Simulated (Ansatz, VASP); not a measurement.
# Two plane-wave programs on GaBiSe2

```
CELL_PARAMETERS angstrom
5.21694 0.00000 0.00000
0.00000 5.21694 0.00000
0.00000 0.00000 3.79373
ATOMIC_POSITIONS crystal
Ga 0.00000 0.00000 0.00000
Bi 0.50000 0.50000 0.50000
Se 0.50000 0.00000 0.00000
Se 0.00000 0.50000 0.00000
```

Alike in both runs: functional PBE; k mesh 4 × 4 × 6; occupations gaussian, width 0.1 eV; no spin polarisation.

Ansatz relaxed the structure, and its values are those at the end. VASP's run is a single point on that final structure, the one shown.

|  | VASP | Ansatz |
| --- | --- | --- |
| version | VASP 6.6.1 | Ansatz 0.2.0 |
| potentials or method | VASP PAW PBE potentials, release 64 (Ga_d, Bi_d, Se), cutoff 520 eV | scalar-relativistic, plane waves, PAW |
| valence electrons in the cell | 40 | 60 |

|  | VASP | Ansatz | Ansatz less VASP |
| --- | --- | --- | --- |
| gap on the k mesh at the Fermi level (eV) | none | none | - |
| pressure (GPa) | 0.0 | 0.0 | -0.05 |

A gap of «none» marks a metal or a gap that the smearing closes. With one functional, cell and mesh, what is left measures potentials, basis and numerics. VASP's potentials hold 40 valence electrons a cell and Ansatz's 60, so a difference there can come from the potentials and not from the codes.

Spin-orbit coupling is off throughout.
